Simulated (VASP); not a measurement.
# NaF (Fm-3m) in VASP: a series of runs, part 2 of 2

VASP 6.6.1. The steps go on from the part before.

**3. Single point, r2SCAN (volume changed by +3%)**

The input, POSCAR:

```
NaF
1.0
    0.0000000000      2.3199138019      2.3199138019
    2.3199138019      0.0000000000      2.3199138019
    2.3199138019      2.3199138019      0.0000000000
Na F
1 1
Direct
    0.0000000000      0.0000000000      0.0000000000
    0.5000000000      0.5000000000      0.5000000000
```

The input, INCAR.step1:

```
SYSTEM = NaF
PREC = Accurate
ENCUT = 520
ISMEAR = 0
SIGMA = 0.01
LREAL = .FALSE.
LASPH = .TRUE.
NELM = 100
NBANDS = 14
GGA = PE
ALGO = Normal
EDIFF = 1E-4
LWAVE = .TRUE.
LCHARG = .FALSE.
```

The input, INCAR.step2:

```
SYSTEM = NaF
PREC = Accurate
ENCUT = 520
EDIFF = 1E-6
ISMEAR = 0
SIGMA = 0.01
LREAL = .FALSE.
LASPH = .TRUE.
NELM = 100
ALGO = Normal
ISIF = 2
LWAVE = .FALSE.
LCHARG = .FALSE.
METAGGA = R2SCAN
LMIXTAU = .TRUE.
NBANDS = 14
ISTART = 1
```

The input, KPOINTS:

```
Automatic mesh
0
G
  8 8 8
  0 0 0
```

Potentials or basis: VASP PAW PBE potentials, release 64 (Na_pv, F).

On the command line:

```console
> cat potpaw_PBE.64/Na_pv/POTCAR potpaw_PBE.64/F/POTCAR > POTCAR
> cp INCAR.step1 INCAR
> mpirun -np 1 vasp_std > vasp.out
> cp INCAR.step2 INCAR
> mpirun -np 1 vasp_std > vasp.out
```

OUTCAR:

```text
SYSTEM = NaF
   PREC = Accurate
   ENCUT = 520
   EDIFF = 1E-6
   ISMEAR = 0
   LREAL = .FALSE.
   LASPH = .TRUE.
   NELM = 100
   ISIF = 2
   METAGGA = R2SCAN
   ISTART = 1

 ion  position               nearest neighbor table
   1  0.000  0.000  0.000-   2 2.32   2 2.32   2 2.32   2 2.32   2 2.32   2 2.32
   2  0.500  0.500  0.500-   1 2.32   1 2.32   1 2.32   1 2.32   1 2.32   1 2.32

  LATTYP: Found a face centered cubic cell.
 ALAT       =     4.6398276038

  Lattice vectors:

 A1 = (   0.0000000000,   2.3199138019,   2.3199138019)
 A2 = (   2.3199138019,   0.0000000000,   2.3199138019)
 A3 = (   2.3199138019,   2.3199138019,   0.0000000000)

Analysis of symmetry for initial positions (statically):
=====================================================================
 Subroutine PRICEL returns:
 Original cell was already a primitive cell.

 Routine SETGRP: Setting up the symmetry group for a
 face centered cubic supercell.

 Subroutine GETGRP returns: Found 48 space group operations
 (whereof 48 operations were pure point group operations)
 out of a pool of 48 trial point group operations.

The static configuration has the point symmetry O_h .

Analysis of symmetry for dynamics (positions and initial velocities):
=====================================================================
 Subroutine PRICEL returns:
 Original cell was already a primitive cell.

 Routine SETGRP: Setting up the symmetry group for a
 face centered cubic supercell.

 Subroutine GETGRP returns: Found 48 space group operations
 (whereof 48 operations were pure point group operations)
 out of a pool of 48 trial point group operations.

The dynamic configuration has the point symmetry O_h .

 Subroutine INISYM returns: Found 48 space group operations
 (whereof 48 operations are pure point group operations),
 and found     1 'primitive' translations

----------------------------------------------------------------------------------------

                                     Primitive cell

[... 114 lines left out ...]
   LORBIT       =      0    0 simple, 1 ext, 2 COOP (PROOUT), +10 PAW based schemes
   METAGGA = R2SCAN    functional components
   LHFCALC =     F    Hartree Fock is set to
   AEXX    =    0.0000 exact exchange contribution
   IVDW    =     0    specifies the selected vdW correction
   LEPSILON=     F    determine dielectric tensor
   LRPA    =     F    only Hartree local field effects (RPA)
 non-spin polarized calculation
 Gauss-broadening in eV      SIGMA  =   0.01
  energy-cutoff  :      520.00
  volume of cell :       24.97
 maximum number of plane-waves:       692
   NGX = 13   NGY = 13   NGZ = 13

 number of electron      13.9999982 magnetization

 Free energy of the ion-electron system (eV)
  ---------------------------------------------------
  ext. energy  EPLUGINS =         0.00000000
  ---------------------------------------------------
  free energy    TOTEN  =       -12.59698961 eV

  energy without entropy =      -12.59698961  energy(sigma->0) =      -12.59698961

 E-fermi :  -2.5856     XC(G=0):  -9.7545

 val. band max:       -2.7408945970   @ k =   0.0000   0.0000   0.0000
 cond. band min:       4.4092480117   @ k =   0.0000   0.0000   0.0000
 fundamental gap:      7.1501426087
 Fermi energy:        -2.5856466196

 k-point     1 :       0.0000    0.0000    0.0000
  band No.  band energies     occupation
      1     -23.0302      2.00000
      2     -22.2525      2.00000
      3     -22.2519      2.00000
      4     -22.2519      2.00000
      5      -2.7410      2.00000
      6      -2.7409      2.00000
      7      -2.7409      2.00000
      8       4.4092      0.00000
      9      17.0147      0.00000
     10      17.0147      0.00000
     11      17.0147      0.00000
     12      19.6528      0.00000
     13      22.2700      0.00000
     14      22.2700      0.00000
[... 377 lines left out ...]
      1     -23.2627      2.00000
      2     -22.3026      2.00000
      3     -22.2811      2.00000
      4     -21.8667      2.00000
      5      -4.0147      2.00000
      6      -3.3146      2.00000
      7      -3.0815      2.00000
      8       9.8626      0.00000
      9      10.8605      0.00000
     10      15.6025      0.00000
     11      17.3524      0.00000
     12      20.4594      0.00000
     13      21.4780      0.00000
     14      26.4025      0.00000

 [... further k-points ...]
[... 5 lines left out ...]
  --------------------------------------------------------------------------------------
  -------------------------------------------------------------------------------------
  Total       -0.3128534     -0.3128534     -0.3128534      0.0000000      0.0000000      0.0000000
  in kB      -20.0727065    -20.0727065    -20.0727065      0.0000000      0.0000000      0.0000000
  external PRESSURE =     -20.0727065 kB  Pullay stress =       0.0000000 kB

 VOLUME and BASIS-vectors are now :
 -----------------------------------------------------------------------------
  energy-cutoff  :      520.00
  volume of cell :       24.97
      direct lattice vectors                 reciprocal lattice vectors
     0.000000000  2.319913802  2.319913802    -0.215525249  0.215525249  0.215525249
     2.319913802  0.000000000  2.319913802     0.215525249 -0.215525249  0.215525249
     2.319913802  2.319913802  0.000000000     0.215525249  0.215525249 -0.215525249

 POSITION                                       TOTAL-FORCE (eV/Angst)
 -----------------------------------------------------------------------------------
      0.00000      0.00000      0.00000         0.000000     -0.000000      0.000000
      2.31991      2.31991      2.31991        -0.000000      0.000000     -0.000000
 -----------------------------------------------------------------------------------
    total drift:                                0.000000     -0.000000      0.000000

  FREE ENERGIE OF THE ION-ELECTRON SYSTEM (eV)
  ---------------------------------------------------
  free  energy   TOTEN  =       -12.5969896119 eV

  energy  without entropy=      -12.5969896119  energy(sigma->0) =      -12.59698961
```

It took 56 s on 1 thread of Intel Xeon 6975P-C, shared host; peak memory 0.14 GiB.

What came out:

```
Free energy            : -12.5970 eV
Pressure               : -2.0 GPa
Band gap on the k mesh : 7.15 eV, direct
```

Levels at points of the mesh, in eV from the valence-band top:
| k point | band 3 | band 4 | band 5 | band 6 | band 7 | band 8 | band 9 | band 10 | band 11 | band 12 |
| --- | --- | --- | --- | --- | --- | --- | --- | --- | --- | --- |
| (0.00, 0.00, 0.00) | -19.51 | -19.51 | 0.00 | 0.00 | 0.00 | 7.15 | 19.76 | 19.76 | 19.76 | 22.39 |
| (0.50, 0.00, 0.00) | -19.52 | -18.99 | -1.54 | -0.26 | -0.26 | 11.60 | 13.38 | 21.37 | 21.37 | 23.85 |
| (0.50, 0.50, 0.00) | -19.56 | -19.56 | -1.26 | -0.40 | -0.40 | 13.90 | 14.03 | 14.80 | 21.05 | 21.05 |

Caveat: the PAW data sets were made with another functional, which shifts forces and pressure a little.

**4. Single point, r2SCAN (volume changed by +6%)**

The input, POSCAR:

```
NaF
1.0
    0.0000000000      2.3422220339      2.3422220339
    2.3422220339      0.0000000000      2.3422220339
    2.3422220339      2.3422220339      0.0000000000
Na F
1 1
Direct
    0.0000000000      0.0000000000      0.0000000000
    0.5000000000      0.5000000000      0.5000000000
```

The input, INCAR.step1:

```
ALGO     = Normal         # electronic algorithm
EDIFF    = 1E-4           # SCF threshold, eV
ENCUT    = 520            # plane-wave cutoff, eV
GGA      = PE             # functional
ISMEAR   = 0              # smearing method
LASPH    = True           # aspherical terms in the spheres
LCHARG   = False          # write CHGCAR
LREAL    = False          # projectors in reciprocal space
LWAVE    = True           # write WAVECAR
NBANDS   = 14             # bands
NELM     = 60             # most SCF steps
PREC     = Accurate       # precision mode
SIGMA    = 0.01           # smearing width, eV
```

The input, INCAR.step2:

```
ALGO     = Normal         # electronic algorithm
EDIFF    = 1E-7           # SCF threshold, eV
ENCUT    = 520            # plane-wave cutoff, eV
ISIF     = 2              # what is computed and relaxed
ISMEAR   = 0              # smearing method
ISTART   = 1            
LASPH    = True           # aspherical terms in the spheres
LCHARG   = False          # write CHGCAR
LMIXTAU  = True         
LREAL    = False          # projectors in reciprocal space
LWAVE    = False          # write WAVECAR
METAGGA  = R2SCAN         # meta-GGA
NBANDS   = 14             # bands
NELM     = 60             # most SCF steps
PREC     = Accurate       # precision mode
SIGMA    = 0.01           # smearing width, eV
```

The input, KPOINTS:

```
k-points
0
Gamma
  8 8 8
```

On the command line:

```console
> cat potpaw_PBE.64/Na_pv/POTCAR potpaw_PBE.64/F/POTCAR > POTCAR
> cp INCAR.step1 INCAR
> mpirun -np 1 vasp_std > vasp.out
> cp INCAR.step2 INCAR
> mpirun -np 1 vasp_std > vasp.out
```

Wall time 2.6 min (1 thread of Intel Xeon 6975P-C, shared host); peak memory 0.15 GiB.

The run converged. Its results:

| Property | Result |
| --- | --- |
| Free energy | -12.5859 eV |
| Pressure | -3.3 GPa |
| Band gap on the k mesh | 6.99 eV, direct |

Levels at points of the mesh, in eV from the valence-band top:
```
           k point  band 5  band 6  band 7  band 8  band 9  band 10
(0.00, 0.00, 0.00)    0.00    0.00    0.00    6.99   19.55    19.55
(0.50, 0.00, 0.00)   -1.48   -0.25   -0.25   11.42   13.13    21.05
(0.50, 0.50, 0.00)   -1.21   -0.39   -0.39   13.78   13.79    14.52
```

Caveat: the PAW data sets were made with another functional, which shifts forces and pressure a little.

**5. Single point, r2SCAN**

The input, POSCAR:

```
NaF
1.0
    0.0000000000      2.2971680842      2.2971680842
    2.2971680842      0.0000000000      2.2971680842
    2.2971680842      2.2971680842      0.0000000000
Na F
1 1
Direct
    0.0000000000      0.0000000000      0.0000000000
    0.5000000000      0.5000000000      0.5000000000
```

The input, INCAR.step1:

```
SYSTEM = NaF
ALGO     = Normal         ! electronic algorithm
EDIFF    = 1E-4           ! SCF threshold, eV
ENCUT    = 520            ! plane-wave cutoff, eV
GGA      = PE             ! functional
ISMEAR   = 0              ! smearing method
LASPH    = .TRUE.         ! aspherical terms in the spheres
LCHARG   = .FALSE.        ! write CHGCAR
LREAL    = .FALSE.        ! projectors in reciprocal space
LWAVE    = .TRUE.         ! write WAVECAR
NBANDS   = 14             ! bands
NELM     = 60             ! most SCF steps
PREC     = Accurate       ! precision mode
SIGMA    = 0.01           ! smearing width, eV
```

The input, INCAR.step2:

```
SYSTEM = NaF
ALGO     = Normal         ! electronic algorithm
EDIFF    = 1E-6           ! SCF threshold, eV
ENCUT    = 520            ! plane-wave cutoff, eV
ISIF     = 2              ! what is computed and relaxed
ISMEAR   = 0              ! smearing method
ISTART   = 1            
LASPH    = .TRUE.         ! aspherical terms in the spheres
LCHARG   = .TRUE.         ! write CHGCAR
LELF     = .TRUE.         ! ELF
LMIXTAU  = .TRUE.       
LREAL    = .FALSE.        ! projectors in reciprocal space
LVHAR    = .TRUE.       
LWAVE    = .FALSE.        ! write WAVECAR
METAGGA  = R2SCAN         ! meta-GGA
NBANDS   = 14             ! bands
NELM     = 60             ! most SCF steps
PREC     = Accurate       ! precision mode
SIGMA    = 0.01           ! smearing width, eV
```

The input, KPOINTS:

```
k-points
0
G
  10 10 10
  0 0 0
```

On the command line:

```console
> cat potpaw_PBE.64/Na_pv/POTCAR potpaw_PBE.64/F/POTCAR > POTCAR
> cp INCAR.step1 INCAR
> mpirun -np 1 vasp_std > vasp.out
> cp INCAR.step2 INCAR
> mpirun -np 1 vasp_std > vasp.out
```

It took 93 s on 1 thread of Intel Xeon 6975P-C, shared host; peak memory 0.14 GiB.

The run converged. Its results:

```
Free energy            : -12.6030 eV
Pressure               : -0.8 GPa
Band gap on the k mesh : 7.32 eV, direct
```

Levels at points of the mesh, in eV from the valence-band top:
| k point | band 4 | band 5 | band 6 | band 7 | band 8 | band 9 | band 10 | band 11 |
| --- | --- | --- | --- | --- | --- | --- | --- | --- |
| (0.00, 0.00, 0.00) | -19.42 | 0.00 | 0.00 | 0.00 | 7.32 | 19.97 | 19.97 | 19.97 |
| (0.50, 0.00, 0.00) | -18.90 | -1.61 | -0.28 | -0.28 | 11.80 | 13.64 | 21.70 | 21.71 |
| (0.50, 0.50, 0.00) | -19.48 | -1.30 | -0.42 | -0.42 | 14.01 | 14.29 | 15.11 | 21.46 |

Caveat: the PAW data sets were made with another functional, which shifts forces and pressure a little. A k mesh can miss the band edges.

**6. Overview**

| cell | k mesh | gap on the mesh (eV) | pressure (GPa) |
| --- | --- | --- | --- |
| a = 3.249 Å, angles 60.0°, 2 atoms | 8 × 8 × 8 | 7.32 | -0.9 |
| a = 3.281 Å, angles 60.0°, 2 atoms | 8 × 8 × 8 | 7.15 | -2.0 |
| a = 3.312 Å, angles 60.0°, 2 atoms | 8 × 8 × 8 | 6.99 | -3.3 |
| a = 3.249 Å, angles 60.0°, 2 atoms | 10 × 10 × 10 | 7.32 | -0.8 |

Alike in all rows: task single point; level r2SCAN; potentials or basis VASP PAW PBE potentials, release 64 (Na_pv, F); no spin polarisation; cutoff (eV) 520; smearing gaussian 0.01 eV.

Caveats: the PAW data sets were made with another functional, which shifts forces and pressure a little.

Total energies depend on the potentials used, so only differences within one code and one set of settings carry meaning.
